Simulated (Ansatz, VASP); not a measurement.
**Two plane-wave programs on Ga4As3P**

```
Ga P As
1.0
     5.68176    0.00000    0.00000
     0.00000    5.68176    0.00000
     0.00000    0.00000    5.68176
Ga P As
4 1 3
Direct
  0.75401 0.75401 0.24599
  0.75401 0.24599 0.75401
  0.24599 0.75401 0.75401
  0.24599 0.24599 0.24599
  0.00000 0.00000 0.00000
  0.00000 0.50000 0.50000
  0.50000 0.50000 0.00000
  0.50000 0.00000 0.50000
```

Change from the starting cell: species swapped into the Zn3CdSe4 type (P-43m, No. 215).

Alike in both runs: functional PBE; k mesh 3 × 3 × 3; occupations gaussian, width 0.2 eV; no spin polarisation.

Ansatz relaxed the structure, and its values are those at the end. VASP's run is a single point on that final structure, the one shown.

|  | VASP | Ansatz |
| --- | --- | --- |
| version | VASP 6.6.1 | Ansatz 0.2.0 |
| potentials or method | VASP PAW PBE potentials, release 64 (Ga_d, P, As), cutoff 520 eV | scalar-relativistic, plane waves, PAW |
| valence electrons in the cell | 72 | 102 |

|  | VASP | Ansatz | Ansatz less VASP |
| --- | --- | --- | --- |
| gap on the k mesh at the Fermi level (eV) | 0.50 | 0.50 | -0.001 |
| least direct gap on the mesh (eV) | 0.50 | 0.50 | -0.001 |
| pressure (GPa) | 0.2 | 0.0 | -0.14 |
| rms of the force components (eV/Å) | 0.035 | 0.031 | -0.0043 |

VASP's potentials hold 72 valence electrons a cell and Ansatz's 102, so a difference there can come from the potentials and not from the codes.
